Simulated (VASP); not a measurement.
# PtS2 (P-3m1) in VASP: a series of runs

The runs below take PtS2 through single point, with PBEsol.

Program: VASP 6.6.1. These are calculated values, not measurements. Logs are shortened: lines on timing, memory, paths and dates and some standing lists are left out, and cuts for length are marked.

## 1. The cell of the first run

Symmetry: P-3m1, No. 164, trigonal system. Conventional cell: a = 3.632 Å, b = 3.632 Å, c = 5.165 Å, α = 90.00°, β = 90.00°, γ = 120.00°. Pt (site symmetry -3m) has 6 S at 2.46 Å within 3.3 Å. S (site symmetry 3m) has 3 Pt at 2.46 Å within 3.3 Å.

## 2. Single point, PBEsol (strain +0.025 along x and y, +0.025 along z)

Input file INCAR:

```
  PREC = Accurate
  ENCUT = 520
  EDIFF = 1E-7
  ISMEAR = 0
  SIGMA = 0.05
  LREAL = F
  LASPH = T
  NELM = 80
  ALGO = Normal
  ISIF = 2
  LWAVE = F
  LCHARG = F
  GGA = PS
  NBANDS = 18
```

Input file KPOINTS:

```
Automatic mesh
0
Gamma
  12 12 8
```

Input file POSCAR:

```
PtS2
1.0
    3.6317794627      0.0000000000      0.0000000000
   -1.8158897313      3.1452132756      0.0000000000
    0.0000000000      0.0000000000      5.1647700000
Pt S
1 2
Direct
    0.0000000000      0.0000000000      0.0000000000
    0.3333333333      0.6666666667      0.2500000000
    0.6666666667      0.3333333333      0.7500000000
```

Potentials or basis: VASP PAW PBE potentials, release 64 (Pt, S).

The run is started by

```sh
$ cat potpaw_PBE.64/Pt/POTCAR potpaw_PBE.64/S/POTCAR > POTCAR
$ mpirun -np 1 vasp_std > vasp.out
```

OUTCAR:

```text
PREC = Accurate
   ENCUT = 520
   EDIFF = 1E-7
   ISMEAR = 0
   LREAL = F
   LASPH = T
   NELM = 80
   ISIF = 2
   GGA = PS

 ion  position               nearest neighbor table
   1  0.000  0.000  0.000-   2 2.46   3 2.46   2 2.46   3 2.46   3 2.46   2 2.46
   2  0.333  0.667  0.250-   1 2.46   1 2.46   1 2.46
   3  0.667  0.333  0.750-   1 2.46   1 2.46   1 2.46

  LATTYP: Found a hexagonal cell.
 ALAT       =     3.6317794627
 C/A-ratio  =     1.4221045229

  Lattice vectors:

 A1 = (   3.6317794627,   0.0000000000,   0.0000000000)
 A2 = (  -1.8158897313,   3.1452132756,   0.0000000000)
 A3 = (   0.0000000000,   0.0000000000,   5.1647700000)

Analysis of symmetry for initial positions (statically):
=====================================================================
 Subroutine PRICEL returns:
 Original cell was already a primitive cell.

 Routine SETGRP: Setting up the symmetry group for a
 hexagonal supercell.

 Subroutine GETGRP returns: Found 12 space group operations
 (whereof 12 operations were pure point group operations)
 out of a pool of 24 trial point group operations.

The static configuration has the point symmetry D_3d.

Analysis of symmetry for dynamics (positions and initial velocities):
=====================================================================
 Subroutine PRICEL returns:
 Original cell was already a primitive cell.

 Routine SETGRP: Setting up the symmetry group for a
 hexagonal supercell.

 Subroutine GETGRP returns: Found 12 space group operations
 (whereof 12 operations were pure point group operations)
 out of a pool of 24 trial point group operations.

The dynamic configuration has the point symmetry D_3d.

 Subroutine INISYM returns: Found 12 space group operations
 (whereof 12 operations are pure point group operations),
 and found     1 'primitive' translations

----------------------------------------------------------------------------------------

                                     Primitive cell

  volume of cell :      58.9957

  direct lattice vectors                    reciprocal lattice vectors
     3.631779463  0.000000000  0.000000000     0.275347116  0.158971731  0.000000000
    -1.815889731  3.145213276  0.000000000     0.000000000  0.317943463  0.000000000
     0.000000000  0.000000000  5.164770000     0.000000000  0.000000000  0.193619464

  length of vectors
     3.631779463  3.631779463  5.164770000     0.317943463  0.317943463  0.193619464

  position of ions in fractional coordinates (direct lattice)
     0.000000000  0.000000000  0.000000000
     0.333333333  0.666666667  0.250000000
     0.666666667  0.333333333  0.750000000

  ion indices of the primitive-cell ions
   primitive index   ion index
                 1           1
                 2           2
                 3           3

----------------------------------------------------------------------------------------

 KPOINTS: Automatic mesh

Automatic generation of k-mesh.
 Grid dimensions read from file:
 generate k-points for:   12   12    8

 Generating k-lattice:

  Cartesian coordinates                     Fractional coordinates (reciprocal lattice)
     0.022945593  0.013247644  0.000000000     0.083333333  0.000000000  0.000000000
     0.000000000  0.026495289  0.000000000     0.000000000  0.083333333  0.000000000
     0.000000000  0.000000000  0.024202433     0.000000000  0.000000000  0.125000000

  Length of vectors
     0.026495289  0.026495289  0.024202433

  Shift w.r.t. Gamma in fractional coordinates (k-lattice)
     0.000000000  0.000000000  0.000000000

 Subroutine IBZKPT returns following result:
 ===========================================

 Found    131 irreducible k-points:

 Following reciprocal coordinates:
            Coordinates               Weight
  0.000000  0.000000  0.000000      1.000000
  0.083333  0.000000  0.000000      6.000000
  0.166667  0.000000  0.000000      6.000000
  0.250000  0.000000  0.000000      6.000000
  0.333333  0.000000  0.000000      6.000000
  0.416667 -0.000000  0.000000      6.000000
[... 16 lines left out ...]
  0.166667  0.000000  0.125000      6.000000
  0.000000  0.166667  0.125000      6.000000
 [... further k-points ...]
   k-points           NKPTS =    131   k-points in BZ     NKDIM =    131   number of bands    NBANDS=     18
   number of dos      NEDOS =    301   number of ions     NIONS =      3
   total plane-waves  NPLWV =  31360
   dimension x,y,z NGX =    28 NGY =   28 NGZ =   40
   dimension x,y,z NGXF=    56 NGYF=   56 NGZF=   80
   ions per type =               1   2
   NGX,Y,Z   is equivalent  to a cutoff of  12.82, 12.82, 12.88 a.u.
   NGXF,Y,Z  is equivalent  to a cutoff of  25.63, 25.63, 25.75 a.u.
 SYSTEM =  unknown system
   PREC   = accura    normal or accurate (medium, high low for compatibility)
   ISTART =      0    job   : 0-new  1-cont  2-samecut
   ICHARG =      2    charge: 1-file 2-atom 10-const
   ISPIN  =      1    spin polarized calculation?
   LNONCOLLINEAR =      F non collinear calculations
   LSORBIT =      F    spin-orbit coupling
   LASPH  =      T    aspherical Exc in radial PAW
   ENCUT  =  520.0 eV  38.22 Ry    6.18 a.u.   6.75  6.75  9.60*2*pi/ulx,y,z
   NELM   =     80;   NELMIN=  2; NELMDL= -5     # of ELM steps
   EDIFF  = 0.1E-06   stopping-criterion for ELM
   LREAL  =      F    real-space projection
   EDIFFG = 0.1E-05   stopping-criterion for IOM
   NSW    =      0    number of steps for IOM
   IBRION =     -1    ionic relax: 0-MD 1-quasi-New 2-CG
   NFREE  =      0    steps in history (QN), initial steepest desc. (CG)
   ISIF   =      2    stress and relaxation
   ISYM   =      2    0-nonsym 1-usesym 2-fastsym
   POTIM  = 0.5000    time-step for ionic-motion
   TEBEG  =    0.0;   TEEND  =   0.0 temperature during run
   PSTRESS=    0.0 pullay stress
   NELECT =      22.0000    total number of electrons
   NUPDOWN=      -1.0000    fix difference up-down
   EMIN   =  10.00;   EMAX   =-10.00  energy-range for DOS
   EFERMI =   0.00;   METHOD = LEGACY
   ISMEAR =     0;   SIGMA  =   0.05  broadening in eV -4-tet -1-fermi 0-gaus
   EFERMI_NEDOS =   21; number of points for ismear=-14 and -15
   IALGO  =     38    algorithm
   IMIX   =      4    mixing-type and parameters
     AMIX     =   0.40;   BMIX     =  1.00
     AMIX_MAG =   1.60;   BMIX_MAG =  1.00
  volume/ion in A,a.u.               =      19.67       132.71
  Fermi-wavevector in a.u.,A,eV,Ry     =   1.178353  2.226765 18.891915  1.388517
  Thomas-Fermi vector in A             =   2.314684
   LORBIT       =      0    0 simple, 1 ext, 2 COOP (PROOUT), +10 PAW based schemes
   GGA     = PS    functional components
   LHFCALC =     F    Hartree Fock is set to
   AEXX    =    0.0000 exact exchange contribution
   IVDW    =     0    specifies the selected vdW correction
   LEPSILON=     F    determine dielectric tensor
   LRPA    =     F    only Hartree local field effects (RPA)
 non-spin polarized calculation
 Gauss-broadening in eV      SIGMA  =   0.05
  energy-cutoff  :      520.00
  volume of cell :       59.00
 maximum number of plane-waves:      1602
   NGX = 13   NGY = 13   NGZ = 19

 number of electron      22.0000000 magnetization

 Free energy of the ion-electron system (eV)
  ---------------------------------------------------
  ext. energy  EPLUGINS =         0.00000000
  ---------------------------------------------------
  free energy    TOTEN  =       -16.76772975 eV

  energy without entropy =      -16.76772975  energy(sigma->0) =      -16.76772975

 E-fermi :   5.9703     XC(G=0): -10.5236

 val. band max:        5.7625919027   @ k =   0.0000   0.0000   0.0000
 cond. band min:       6.1781743025   @ k =  -0.0833   0.3333   0.2500
 fundamental gap:      0.4155823998
 Fermi energy:         5.9703283380

 k-point     1 :       0.0000    0.0000    0.0000
  band No.  band energies     occupation
      1      -8.8850      2.00000
      2      -6.4286      2.00000
      3      -0.7526      2.00000
      4      -0.1408      2.00000
      5      -0.1408      2.00000
      6       2.3181      2.00000
[... 10 lines left out ...]
     17      13.7008      0.00000
     18      18.1409      0.00000

 k-point     2 :       0.0833    0.0000    0.0000
  band No.  band energies     occupation
      1      -8.8073      2.00000
      2      -6.4562      2.00000
      3      -0.6615      2.00000
      4      -0.0949      2.00000
      5      -0.0930      2.00000
      6       2.1959      2.00000
[... 10 lines left out ...]
     17      13.9430      0.00000
     18      16.8211      0.00000

 k-point     3 :       0.1667    0.0000    0.0000
  band No.  band energies     occupation
      1      -8.5829      2.00000
      2      -6.5325      2.00000
      3      -0.4069      2.00000
      4       0.0359      2.00000
      5       0.0516      2.00000
      6       1.7520      2.00000
[... 10 lines left out ...]
     17      14.5243      0.00000
     18      15.3893      0.00000

 k-point     4 :       0.2500    0.0000    0.0000
  band No.  band energies     occupation
      1      -8.2398      2.00000
      2      -6.6416      2.00000
      3      -0.0970      2.00000
      4       0.1986      2.00000
      5       0.3492      2.00000
      6       1.0148      2.00000
[... 375 lines left out ...]
      4      -0.0983      2.00000
      5      -0.0465      2.00000
      6       2.1759      2.00000
[... 10 lines left out ...]
     17      14.0801      0.00000
     18      16.2199      0.00000

 k-point    23 :       0.1667    0.0000    0.1250
  band No.  band energies     occupation
      1      -8.5331      2.00000
      2      -6.6303      2.00000
      3      -0.3178      2.00000
      4       0.0579      2.00000
      5       0.0833      2.00000
      6       1.7977      2.00000
[... 10 lines left out ...]
     17      14.1635      0.00000
     18      15.1583      0.00000

 k-point    24 :       0.0000    0.1667    0.1250
  band No.  band energies     occupation
      1      -8.5402      2.00000
      2      -6.6110      2.00000
      3      -0.4522      2.00000
      4       0.0182      2.00000
      5       0.2163      2.00000
      6       1.6794      2.00000
[... 10 lines left out ...]
     17      14.8566      0.00000
     18      14.9491      0.00000

 [... further k-points ...]

------------------------ aborting loop because EDIFF is reached ----------------------------------------

  FORCE on cell =-STRESS in cart. coord.  units (eV):
  Direction    XX          YY          ZZ          XY          YZ          ZX
  --------------------------------------------------------------------------------------
  -------------------------------------------------------------------------------------
  Total       -4.3264578     -4.3264578     -3.9350195     -0.0000000      0.0000000     -0.0000000
  in kB     -117.4958434   -117.4958434   -106.8653523     -0.0000000      0.0000000     -0.0000000
  external PRESSURE =    -113.9523463 kB  Pullay stress =       0.0000000 kB

 VOLUME and BASIS-vectors are now :
 -----------------------------------------------------------------------------
  energy-cutoff  :      520.00
  volume of cell :       59.00
      direct lattice vectors                 reciprocal lattice vectors
     3.631779463  0.000000000  0.000000000     0.275347116  0.158971731  0.000000000
    -1.815889731  3.145213276  0.000000000     0.000000000  0.317943463  0.000000000
     0.000000000  0.000000000  5.164770000     0.000000000  0.000000000  0.193619464

 POSITION                                       TOTAL-FORCE (eV/Angst)
 -----------------------------------------------------------------------------------
      0.00000      0.00000      0.00000        -0.000000      0.000000      0.000000
     -0.00000      2.09681      1.29119        -0.000000      0.000000     -1.356299
      1.81589      1.04840      3.87358         0.000000     -0.000000      1.356299
 -----------------------------------------------------------------------------------
    total drift:                               -0.000000     -0.000000     -0.000000

  FREE ENERGIE OF THE ION-ELECTRON SYSTEM (eV)
  ---------------------------------------------------
  free  energy   TOTEN  =       -16.7677297508 eV

  energy  without entropy=      -16.7677297508  energy(sigma->0) =      -16.76772975
```

Run time: 64 s. Hardware: 1 thread of AMD EPYC 9R45 (Zen 5), shared host; peak memory 0.24 GiB.

Results:

```
Free energy            : -16.7677 eV
Pressure               : -11.4 GPa
Largest force          : 1.356 eV/Å
Band gap on the k mesh : 0.42 eV, indirect (least direct gap 0.67 eV)
```

Forces on the atoms (eV/Å):
```
Pt   0.000  0.000  0.000
S    0.000  0.000 -1.356
S    0.000  0.000  1.356
```

Caveat: the cell differs from its parent crystal (strain +0.025 along x and y, +0.025 along z); the PAW data sets were made with another functional, which shifts forces and pressure a little; spin-orbit coupling is left out, which moves the levels of the heavy elements. A k mesh can miss the band edges.

## 3. Single point, PBEsol (strain +0.050 along x and y, +0.000 along z)

Input file INCAR:

```
PREC     = Accurate       # precision mode
ENCUT    = 520            # plane-wave cutoff, eV
EDIFF    = 1E-6           # SCF threshold, eV
ISMEAR   = 0              # smearing method
SIGMA    = 0.05           # smearing width, eV
LREAL    = F              # projectors in reciprocal space
LASPH    = T              # aspherical terms in the spheres
NELM     = 100            # most SCF steps
ALGO     = Normal         # electronic algorithm
ISIF     = 2              # what is computed and relaxed
LWAVE    = F              # write WAVECAR
LCHARG   = F              # write CHGCAR
GGA      = PS             # functional
NBANDS   = 18             # bands
```

KPOINTS is that of step 2.

Input file POSCAR:

```
PtS2
1.0
    3.7203594496      0.0000000000      0.0000000000
   -1.8601797248      3.2219257945      0.0000000000
    0.0000000000      0.0000000000      5.0388000000
Pt S
1 2
Direct
    0.0000000000      0.0000000000      0.0000000000
    0.3333333333      0.6666666667      0.2500000000
    0.6666666667      0.3333333333      0.7500000000
```

Potentials or basis: VASP PAW PBE potentials, release 64 (Pt, S).

The run is started by

```sh
$ cat potpaw_PBE.64/Pt/POTCAR potpaw_PBE.64/S/POTCAR > POTCAR
$ mpirun -np 1 vasp_std > vasp.out
```

It took 67 s on 1 thread of AMD EPYC 9R45 (Zen 5), shared host; peak memory 0.24 GiB.

Results (log left out):

* Free energy: -16.6145 eV
* Pressure: -14.5 GPa
* Largest force: 1.380 eV/Å
* Band gap on the k mesh: 0.21 eV, indirect (least direct gap 0.56 eV)

Forces in eV/Å, atoms in the order of the input:
```
Pt   0.000  0.000  0.000
S    0.000  0.000 -1.380
S    0.000  0.000  1.380
```

Stress tensor (GPa, compression positive):
```
-16.34   0.00   0.00
  0.00 -16.34   0.00
  0.00   0.00 -10.89
```

Levels at points of the mesh, in eV from the valence-band top:
```tsv
k point	band 8	band 9	band 10	band 11	band 12	band 13	band 14	band 15
(0.00, 0.00, 0.00)	-2.04	-1.23	-1.23	0.00	1.33	1.33	4.11	4.23
(0.50, 0.00, 0.00)	-3.18	-2.91	-2.87	-2.52	0.83	1.95	4.82	6.22
(0.00, 0.00, 0.50)	-2.61	-1.56	-1.56	-1.45	1.96	1.96	5.27	5.90
(0.50, 0.00, 0.50)	-2.92	-2.65	-2.63	-1.35	1.01	1.37	4.54	5.22
```

Caveat: the cell differs from its parent crystal (strain +0.050 along x and y, +0.000 along z); the PAW data sets were made with another functional, which shifts forces and pressure a little; spin-orbit coupling is left out, which moves the levels of the heavy elements. A k mesh can miss the band edges.

(Part 1 of 2 ends here.)
